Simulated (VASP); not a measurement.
Input of a VASP 6.6.1 run:

Contents of INCAR:

```
SYSTEM = In
PREC = Accurate
ENCUT = 520
EDIFF = 1E-7
ISMEAR = 0
SIGMA = 0.1
LREAL = .False.
LASPH = .True.
NELM = 100
ALGO = Fast
ISIF = 2
LWAVE = .False.
LCHARG = .True.
GGA = PE
LELF = .True.
LVHAR = .True.
NBANDS = 12
```

Contents of KPOINTS:

```
regular mesh
0
Gamma
  18 18 18
  0 0 0
```

The input POSCAR:

```
In
1.0
   -1.7283428670      1.7283428670      2.4391691891
    1.7283428670     -1.7283428670      2.4391691891
    1.7283428670      1.7283428670     -2.4391691891
In
1
Direct
    0.0000000000      0.0000000000      0.0000000000
```

Potentials or basis: VASP PAW PBE potentials, release 64 (In_d).

Launch:

```console
$ cat potpaw_PBE.64/In_d/POTCAR > POTCAR
$ mpirun -np 1 vasp_std > vasp.out
```

Q: Estimate the band gap on the k mesh.

A: Zero (an odd number of electrons rules out a gap without spin polarisation).

Q: Predict the pressure.

A: -1.9 GPa.

Caveat: spin-orbit coupling is left out, which moves the levels of the heavy elements.
